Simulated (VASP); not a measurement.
Input of a VASP 6.6.1 run:

Contents of INCAR:

```
SYSTEM = K2S
  ALGO = Normal
  EDIFF = 1E-6
  ENCUT = 500
  GGA = PE
  GGA_COMPAT = .FALSE.
  ISIF = 2
  ISMEAR = 0
  LASPH = .TRUE.
  LCHARG = .FALSE.
  LREAL = .FALSE.
  LWAVE = .FALSE.
  NBANDS = 19
  NELM = 120
  PREC = Accurate
  SIGMA = 0.01
```

The input KPOINTS:

```
k-points
0
G
  4 4 4
  0 0 0
```

The input POSCAR:

```
K2S
1.0
    0.0000000000      3.7280611491      3.7280611491
    3.7280611491      0.0000000000      3.7280611491
    3.7280611491      3.7280611491      0.0000000000
K S
2 1
Direct
    0.2500000000      0.2500000000      0.2500000000
    0.7500000000      0.7500000000      0.7500000000
    0.0000000000      0.0000000000      0.0000000000
```

Potentials or basis: VASP PAW PBE potentials, release 64 (K_sv, S).

Command:

```sh
$ cat potpaw_PBE.64/K_sv/POTCAR potpaw_PBE.64/S/POTCAR > POTCAR
$ mpirun -np 1 vasp_std > vasp.out
```

Task: Predict the band gap on the k mesh.

Result: 2.33 eV, indirect (least direct gap 2.50 eV).

Task: Predict the pressure.

Result: 0.1 GPa.

A k mesh can miss the band edges. PBE gaps usually lie below the measured ones, often by a third to a half.
